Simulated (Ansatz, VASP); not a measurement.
# Two plane-wave programs on Ta2N

```
Ta N
1.0
     5.17941    0.00000    0.00000
    -2.58970    4.48550    0.00000
     0.00000    0.00000    5.21670
Ta N
6 3
Cartesian
  1.6666 2.8866 3.9274
  -0.9231 1.5989 3.9274
  1.8462 0.0000 3.9274
  0.9231 1.5989 1.2893
  -1.6666 2.8866 1.2893
  3.3332 0.0000 1.2893
  2.5897 1.4952 2.6083
  0.0000 2.9903 2.6083
  0.0000 0.0000 0.0000
```

Alike in both runs: task single point; functional PBE; k mesh 9 × 9 × 8; occupations gaussian, width 0.15 eV; no spin polarisation.

|  | VASP | Ansatz |
| --- | --- | --- |
| version | VASP 6.6.1 | Ansatz 0.2.0 |
| potentials or method | VASP PAW PBE potentials, release 64 (Ta_pv, N), cutoff 520 eV | scalar-relativistic, plane waves, PAW |
| valence electrons in the cell | 81 | 93 |

```csv
,VASP,Ansatz,Ansatz less VASP
gap on the k mesh at the Fermi level (eV),none,none,-
pressure (GPa),4.4,3.9,-0.51
"traceless stress, the component that is largest in VASP (GPa)",-12.48,-12.49,-0.012
rms of the force components (eV/Å),1.466,1.462,-0.0037
```

Atom by atom the forces differ by 0.013 eV/Å (rms over components). A gap of «none» marks a metal or a gap that the smearing closes. VASP's potentials hold 81 valence electrons a cell and Ansatz's 93, so a difference there can come from the potentials and not from the codes.

Neither program's run includes spin-orbit coupling.
